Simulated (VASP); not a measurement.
Runs of VASP 6.6.1 on BP. The structure is that of space group F-43m (No. 216), or close to it. The cells are those of the table. 

```tsv
task	cell	cutoff (eV)	smearing	ions in elastic constants	gap on the mesh (eV)	pressure (GPa)
single point	a = 3.216 Å, angles 60.0°, 2 atoms	500	gaussian 0.01 eV	-	1.25	-0.2
single point	a = 3.184 Å, angles 60.0°, 2 atoms	520	gaussian 0.02 eV	-	(b)	5.0
single point	a = 3.209 Å, angles 60.0°, 2 atoms	520	gaussian 0.02 eV	-	1.24	(a)
single point	a = 3.150 Å, angles 60.0°, 2 atoms	520	gaussian 0.02 eV	-	1.16	11.0
single point	a = 3.216 Å, angles 60.0°, 2 atoms	520	gaussian 0.02 eV	-	1.25	-0.2
relaxation of cell and atoms	relaxed from a = 3.209 Å, angles 60.0°, 2 atoms	600	gaussian 0.02 eV	-	1.25	0.0
single point	a = 3.279 Å, angles 60.0°, 2 atoms	520	gaussian 0.02 eV	-	1.33	-8.6
```

Alike in all rows: level PBE; potentials or basis VASP PAW PBE potentials, release 64 (B, P); no spin polarisation; k mesh 10 × 10 × 10.

Problem. Estimate the missing entries.

Solution. (a) 0.9; (b) 1.21.

A k mesh can miss the band edges.
